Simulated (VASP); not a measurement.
# Si in VASP: a series of runs

The runs below take Si through single point, with PBE.

Program: VASP 6.6.1. These are calculated values, not measurements. Logs are shortened: lines on timing, memory, paths and dates and some standing lists are left out, and cuts for length are marked.

## 1. The cell of the first run

The cell holds a slab with vacuum, 6 atoms: a = 3.869 Å, b = 5.471 Å, c = 19.869 Å, α = 90.00°, β = 90.00°, γ = 90.00°.

## 2. Single point, PBE

INCAR reads:

```
SYSTEM = Si
PREC = Accurate ; ENCUT = 520
EDIFF = 1E-6 ; ISMEAR = -4
SIGMA = 0.1 ; LREAL = .False.
LASPH = .True. ; NELM = 100
ALGO = Normal ; ISIF = 2
LWAVE = .False. ; LCHARG = .True.
LDIPOL = .True. ; IDIPOL = 3
DIPOL = 0.5 0.5 0.500 ; GGA = PE
LELF = .True. ; LVHAR = .True.
LVACPOTAV = .True. ; NBANDS = 21
```

KPOINTS reads:

```
Automatic mesh
0
Gamma
  8 6 1
  0 0 0
```

POSCAR reads:

```
Si
1.0
    3.8685410222      0.0000000000      0.0000000000
    0.0000000000      5.4709431802      0.0000000000
    0.0000000000      0.0000000000     19.8685000000
Si
6
Direct
    0.7500000000      0.1250000000      0.4026463744
    0.2500000000      0.8750000000      0.4026463744
    0.2500000000      0.6250000000      0.5000000000
    0.7500000000      0.3750000000      0.5000000000
    0.7500000000      0.1250000000      0.5973536256
    0.2500000000      0.8750000000      0.5973536256
```

Potentials or basis: VASP PAW PBE potentials, release 64 (Si).

The run is started by

```console
$ cat potpaw_PBE.64/Si/POTCAR > POTCAR
$ mpirun -np 1 vasp_std > vasp.out
```

OUTCAR:

```text
SYSTEM = Si
   PREC = Accurate
   ENCUT = 520
   EDIFF = 1E-6
   ISMEAR = -4
   LREAL = .False.
   LASPH = .True.
   NELM = 100
   ISIF = 2
   GGA = PE

 ion  position               nearest neighbor table
   1  0.750  0.125  0.403-   4 2.37   2 2.37   2 2.37
   2  0.250  0.875  0.403-   3 2.37   1 2.37   1 2.37
   3  0.250  0.625  0.500-   2 2.37   6 2.37   4 2.37   4 2.37
   4  0.750  0.375  0.500-   1 2.37   5 2.37   3 2.37   3 2.37
   5  0.750  0.125  0.597-   4 2.37   6 2.37   6 2.37
   6  0.250  0.875  0.597-   3 2.37   5 2.37   5 2.37

  LATTYP: Found a simple orthorhombic cell.
 ALAT       =     3.8685410222
 B/A-ratio  =     1.4142135624
 C/A-ratio  =     5.1359155521

  Lattice vectors:

 A1 = (   3.8685410222,   0.0000000000,   0.0000000000)
 A2 = (   0.0000000000,   5.4709431802,   0.0000000000)
 A3 = (   0.0000000000,   0.0000000000,  19.8685000000)

Analysis of symmetry for initial positions (statically):
=====================================================================
 Subroutine PRICEL returns:
 Original cell was already a primitive cell.

 Routine SETGRP: Setting up the symmetry group for a
 simple orthorhombic supercell.

 Subroutine GETGRP returns: Found  8 space group operations
 (whereof  4 operations were pure point group operations)
 out of a pool of  8 trial point group operations.

The static configuration has the point symmetry C_2h.
 The point group associated with its full space group is D_2h.

Analysis of symmetry for dynamics (positions and initial velocities):
=====================================================================
 Subroutine PRICEL returns:
 Original cell was already a primitive cell.

 Routine SETGRP: Setting up the symmetry group for a
 simple orthorhombic supercell.

 Subroutine GETGRP returns: Found  8 space group operations
 (whereof  4 operations were pure point group operations)
 out of a pool of  8 trial point group operations.

The dynamic configuration has the point symmetry C_2h.
 The point group associated with its full space group is D_2h.

 Subroutine INISYM returns: Found  8 space group operations
 (whereof  4 operations are pure point group operations),
 and found     1 'primitive' translations

----------------------------------------------------------------------------------------

                                     Primitive cell

  volume of cell :     420.5082

  direct lattice vectors                    reciprocal lattice vectors
     3.868541022  0.000000000  0.000000000     0.258495385  0.000000000  0.000000000
     0.000000000  5.470943180  0.000000000     0.000000000  0.182783839  0.000000000
     0.000000000  0.000000000 19.868500000     0.000000000  0.000000000  0.050330926

  length of vectors
     3.868541022  5.470943180 19.868500000     0.258495385  0.182783839  0.050330926

  position of ions in fractional coordinates (direct lattice)
     0.750000000  0.125000000  0.402646374
     0.250000000  0.875000000  0.402646374
     0.250000000  0.625000000  0.500000000
     0.750000000  0.375000000  0.500000000
     0.750000000  0.125000000  0.597353626
     0.250000000  0.875000000  0.597353626

  ion indices of the primitive-cell ions
   primitive index   ion index
                 1           1
                 2           2
                 3           3
                 4           4
                 5           5
                 6           6

----------------------------------------------------------------------------------------

 KPOINTS: Automatic mesh

Automatic generation of k-mesh.
 Grid dimensions read from file:
 generate k-points for:    8    6    1

 Generating k-lattice:

  Cartesian coordinates                     Fractional coordinates (reciprocal lattice)
     0.032311923  0.000000000  0.000000000     0.125000000  0.000000000  0.000000000
     0.000000000  0.030463973  0.000000000     0.000000000  0.166666667  0.000000000
     0.000000000  0.000000000  0.050330926     0.000000000  0.000000000  1.000000000

  Length of vectors
     0.032311923  0.030463973  0.050330926

  Shift w.r.t. Gamma in fractional coordinates (k-lattice)
     0.000000000  0.000000000  0.000000000

 TETIRR: Found    144 inequivalent tetrahedra from      288

 Subroutine IBZKPT returns following result:
 ===========================================

 Found     20 irreducible k-points:

 Following reciprocal coordinates:
            Coordinates               Weight
  0.000000  0.000000  0.000000      1.000000
  0.125000  0.000000  0.000000      2.000000
  0.250000  0.000000  0.000000      2.000000
  0.375000  0.000000  0.000000      2.000000
  0.500000  0.000000  0.000000      1.000000
  0.000000  0.166667  0.000000      2.000000
[... 12 lines left out ...]
  0.375000  0.500000  0.000000      2.000000
  0.500000  0.500000  0.000000      1.000000
   k-points           NKPTS =     20   k-points in BZ     NKDIM =     20   number of bands    NBANDS=     21
   number of dos      NEDOS =    301   number of ions     NIONS =      6
   total plane-waves  NPLWV = 189000
   dimension x,y,z NGX =    30 NGY =   42 NGZ =  150
   dimension x,y,z NGXF=    60 NGYF=   84 NGZF=  300
   ions per type =               6
   NGX,Y,Z   is equivalent  to a cutoff of  12.89, 12.76, 12.55 a.u.
   NGXF,Y,Z  is equivalent  to a cutoff of  25.78, 25.53, 25.10 a.u.
 SYSTEM =  Si
   PREC   = accura    normal or accurate (medium, high low for compatibility)
   ISTART =      0    job   : 0-new  1-cont  2-samecut
   ICHARG =      2    charge: 1-file 2-atom 10-const
   ISPIN  =      1    spin polarized calculation?
   LNONCOLLINEAR =      F non collinear calculations
   LSORBIT =      F    spin-orbit coupling
   LASPH  =      T    aspherical Exc in radial PAW
   ENCUT  =  520.0 eV  38.22 Ry    6.18 a.u.   7.19 10.17 36.94*2*pi/ulx,y,z
   NELM   =    100;   NELMIN=  2; NELMDL= -5     # of ELM steps
   EDIFF  = 0.1E-05   stopping-criterion for ELM
   LREAL  =      F    real-space projection
   EDIFFG = 0.1E-04   stopping-criterion for IOM
   NSW    =      0    number of steps for IOM
   IBRION =     -1    ionic relax: 0-MD 1-quasi-New 2-CG
   NFREE  =      0    steps in history (QN), initial steepest desc. (CG)
   ISIF   =      2    stress and relaxation
   ISYM   =      2    0-nonsym 1-usesym 2-fastsym
   POTIM  = 0.5000    time-step for ionic-motion
   TEBEG  =    0.0;   TEEND  =   0.0 temperature during run
   PSTRESS=    0.0 pullay stress
   NELECT =      24.0000    total number of electrons
   NUPDOWN=      -1.0000    fix difference up-down
   EMIN   =  10.00;   EMAX   =-10.00  energy-range for DOS
   EFERMI =   0.00;   METHOD = LEGACY
   ISMEAR =    -4;   SIGMA  =   0.10  broadening in eV -4-tet -1-fermi 0-gaus
   EFERMI_NEDOS =   21; number of points for ismear=-14 and -15
   IALGO  =     38    algorithm
   IMIX   =      4    mixing-type and parameters
     AMIX     =   0.40;   BMIX     =  1.00
     AMIX_MAG =   1.60;   BMIX_MAG =  1.00
  volume/ion in A,a.u.               =      70.08       472.95
  Fermi-wavevector in a.u.,A,eV,Ry     =   0.630309  1.191112  5.405457  0.397290
  Thomas-Fermi vector in A             =   1.692898
   LORBIT       =      0    0 simple, 1 ext, 2 COOP (PROOUT), +10 PAW based schemes
   GGA     = PE    functional components
   LHFCALC =     F    Hartree Fock is set to
   AEXX    =    0.0000 exact exchange contribution
   IVDW    =     0    specifies the selected vdW correction
   LEPSILON=     F    determine dielectric tensor
   LRPA    =     F    only Hartree local field effects (RPA)
 non-spin polarized calculation
 Fermi weights with tetrahedron method witout Bloechl corrections
  energy-cutoff  :      520.00
  volume of cell :      420.51
 maximum number of plane-waves:     11370
 NGX is ok and might be reduce to    30
   NGX = 15   NGY = 21   NGZ = 73

 number of electron      24.0000000 magnetization

 dipolmoment           0.000000      0.000000      0.000000 electrons x Angstroem

 Free energy of the ion-electron system (eV)
  ---------------------------------------------------
  ext. energy  EPLUGINS =         0.00000000
  ---------------------------------------------------
  free energy    TOTEN  =       -28.29327983 eV

  energy without entropy =      -28.29327983  energy(sigma->0) =      -28.29327983

 E-fermi :  -1.7637     XC(G=0):  -3.5855

 val. band max:       -1.6991850623   @ k =   0.1250   0.3333   0.0000
 cond. band min:      -1.7412514167   @ k =   0.1250   0.0000   0.0000
 fundamental gap:     -0.0420663544
 Fermi energy:        -1.7637248900

 k-point     1 :       0.0000    0.0000    0.0000
  band No.  band energies     occupation
      1     -12.8282      2.00000
      2     -11.1489      2.00000
      3      -9.7337      2.00000
      4      -8.6234      2.00000
      5      -6.2918      2.00000
      6      -4.9856      2.00000
[... 13 lines left out ...]
     20       2.5292      0.00000
     21       2.7761      0.00000

 k-point     2 :       0.1250    0.0000    0.0000
  band No.  band energies     occupation
      1     -12.6934      2.00000
      2     -11.0095      2.00000
      3      -9.5886      2.00000
      4      -8.7034      2.00000
      5      -6.4019      2.00000
      6      -4.8858      2.00000
[... 13 lines left out ...]
     20       2.3123      0.00000
     21       2.8265      0.00000

 k-point     3 :       0.2500    0.0000    0.0000
  band No.  band energies     occupation
      1     -12.2943      2.00000
      2     -10.5949      2.00000
      3      -9.1549      2.00000
      4      -9.0797      2.00000
      5      -6.9379      2.00000
      6      -5.3347      2.00000
[... 13 lines left out ...]
     20       2.9677      0.00000
     21       3.2476      0.00000
[... 361 lines left out ...]
 k-point    19 :       0.3750    0.5000    0.0000
  band No.  band energies     occupation
      1     -10.9068      2.00000
      2     -10.8080      2.00000
      3      -9.7614      2.00000
      4      -7.9835      2.00000
      5      -7.8941      2.00000
      6      -7.6837      2.00000
[... 13 lines left out ...]
     20       2.9197      0.00000
     21       3.1019      0.00000

 k-point    20 :       0.5000    0.5000    0.0000
  band No.  band energies     occupation
      1     -10.5398      2.00000
      2     -10.5398      2.00000
      3      -8.8914      2.00000
      4      -8.8914      2.00000
      5      -8.3024      2.00000
      6      -8.3024      2.00000
[... 13 lines left out ...]
     20       2.5636      0.00000
     21       3.5866      0.00000

------------------------ aborting loop because EDIFF is reached ----------------------------------------

  FORCE on cell =-STRESS in cart. coord.  units (eV):
  Direction    XX          YY          ZZ          XY          YZ          ZX
  --------------------------------------------------------------------------------------
  -------------------------------------------------------------------------------------
  Total       -1.5635501     -1.4169641     -1.9849019      0.0000000      0.0000000      0.0000000
  in kB       -5.9572785     -5.3987715     -7.5626696      0.0000000      0.0000000      0.0000000
  external PRESSURE =      -6.3062399 kB  Pullay stress =       0.0000000 kB

 VOLUME and BASIS-vectors are now :
 -----------------------------------------------------------------------------
  energy-cutoff  :      520.00
  volume of cell :      420.51
      direct lattice vectors                 reciprocal lattice vectors
     3.868541022  0.000000000  0.000000000     0.258495385  0.000000000  0.000000000
     0.000000000  5.470943180  0.000000000     0.000000000  0.182783839  0.000000000
     0.000000000  0.000000000 19.868500000     0.000000000  0.000000000  0.050330926

 POSITION                                       TOTAL-FORCE (eV/Angst)
 -----------------------------------------------------------------------------------
      2.90141      0.68387      7.99998        -0.000000     -0.587300      0.255100
      0.96714      4.78708      7.99998         0.000000      0.587300      0.255100
      0.96714      3.41934      9.93425         0.000000      0.028773      0.000000
      2.90141      2.05160      9.93425         0.000000     -0.028773      0.000000
      2.90141      0.68387     11.86852         0.000000     -0.587300     -0.255100
      0.96714      4.78708     11.86852         0.000000      0.587300     -0.255100
 -----------------------------------------------------------------------------------
    total drift:                                0.000000      0.000000      0.000000

  FREE ENERGIE OF THE ION-ELECTRON SYSTEM (eV)
  ---------------------------------------------------
  free  energy   TOTEN  =       -28.2932798259 eV

  energy  without entropy=      -28.2932798259  energy(sigma->0) =      -28.29327983

 vacuum level on the upper side and lower side of the slab         3.011         3.011
```

It took 8 min on 1 thread of AMD EPYC 7R13, shared host; peak memory 0.47 GiB.

Results:

| Quantity | Value |
| --- | --- |
| Free energy | -28.2933 eV |
| Largest force | 0.640 eV/Å |
| Band gap on the k mesh | zero (band 12 reaches -1.70 eV, above the bottom of band 13 at -1.98 eV) |

Forces in eV/Å, atoms in the order of the input:
```
Si   0.000 -0.587  0.255
Si   0.000  0.587  0.255
Si   0.000  0.029  0.000
Si   0.000 -0.029  0.000
Si   0.000 -0.587 -0.255
Si   0.000  0.587 -0.255
```

## 3. Single point, PBE

INCAR reads:

```
SYSTEM = Si
PREC     = Accurate       ! precision mode
ENCUT    = 520            ! plane-wave cutoff, eV
EDIFF    = 1E-6           ! SCF threshold, eV
ISMEAR   = -1             ! smearing method
SIGMA    = 0.02           ! smearing width, eV
LREAL    = .False.        ! projectors in reciprocal space
LASPH    = .True.         ! aspherical terms in the spheres
NELM     = 80             ! most SCF steps
ALGO     = Normal         ! electronic algorithm
ISIF     = 2              ! what is computed and relaxed
LWAVE    = .False.        ! write WAVECAR
LCHARG   = .False.        ! write CHGCAR
LDIPOL   = .True.       
IDIPOL   = 3            
DIPOL    = 0.5 0.5 0.500
GGA      = PE             ! functional
NBANDS   = 21             ! bands
```

KPOINTS reads:

```
regular mesh
0
Gamma
  8 6 1
  0 0 0
```

POSCAR is that of step 2.

Potentials or basis: VASP PAW PBE potentials, release 64 (Si).

The run is started by

```console
$ cat potpaw_PBE.64/Si/POTCAR > POTCAR
$ mpirun -np 1 vasp_std > vasp.out
```

Wall time 2.3 min (1 thread of AMD EPYC 9R45 (Zen 5), shared host); peak memory 0.47 GiB.

Results (log left out):

```
Free energy            : -28.3295 eV
Largest force          : 0.638 eV/Å
Band gap on the k mesh : zero (band 12 reaches -1.70 eV, above the bottom of band 13 at -1.98 eV)
```

Forces on the atoms (eV/Å):
```
Si   0.000 -0.583  0.260
Si   0.000  0.583  0.260
Si   0.000  0.044  0.000
Si   0.000 -0.044  0.000
Si   0.000 -0.583 -0.260
Si   0.000  0.583 -0.260
```

Levels at points of the mesh, in eV from the Fermi level:
```tsv
k point	band 10	band 11	band 12	band 13	band 14	band 15
(0.00, 0.00, 0.00)	-0.76	-0.72	-0.20	0.21	1.40	1.81
(0.50, 0.00, 0.00)	-2.32	-0.78	-0.78	0.39	0.39	2.03
(0.00, 0.50, 0.00)	-0.99	-0.55	-0.44	0.44	0.48	2.21
(0.50, 0.50, 0.00)	-2.43	-0.67	-0.67	0.53	0.53	3.41
```

(Continued in part 2 of 2.)
